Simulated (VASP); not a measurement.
Write the native input for VASP 6.6.1 that does the following.

| Property | Result |
| --- | --- |
| Task | single point |
| Functional | PBE |
| Potentials or basis | VASP PAW PBE potentials, release 64 (W_sv) |
| Cutoff | 520 eV |
| k mesh | 22 × 22 × 22 |
| Occupations | gaussian, width 0.15 eV |
| Spin | no spin polarisation |
| Dipole correction | no |
| Further INCAR settings | ALGO = Fast; EDIFF = 1e-06; NBANDS = 13 |

The structure of W lies in POSCAR:

```
W
1.0
   -1.1195242373      1.5534345465      1.5534345465
    1.5534345465     -1.1195242373      1.5534345465
    1.5534345465      1.5534345465     -1.1195242373
W
1
Direct
    0.0000000000      0.0000000000      0.0000000000
```

These files were run (other wordings do the same):

INCAR

```
  PREC = Accurate
  ENCUT = 520
  EDIFF = 1E-6
  ISMEAR = 0
  SIGMA = 0.15
  LREAL = F
  LASPH = T
  NELM = 100
  ALGO = Fast
  ISIF = 2
  LWAVE = F
  LCHARG = F
  GGA = PE
  NBANDS = 13
```

KPOINTS

```
Automatic mesh
0
Gamma
  22 22 22
```

Potentials or basis: VASP PAW PBE potentials, release 64 (W_sv).

Command:

```console
$ cat potpaw_PBE.64/W_sv/POTCAR > POTCAR
$ mpirun -np 1 vasp_std > vasp.out
```

It gave:

| Item | Value |
| --- | --- |
| Pressure | 78.5 GPa |
| Band gap on the k mesh | zero (band 7 reaches 15.29 eV, above the bottom of band 8 at 11.46 eV) |

Caveat: spin-orbit coupling is left out, which moves the levels of the heavy elements.

It took 95 s on 1 thread of Intel Xeon 6975P-C, on a shared host, peak memory 0.27 GiB.
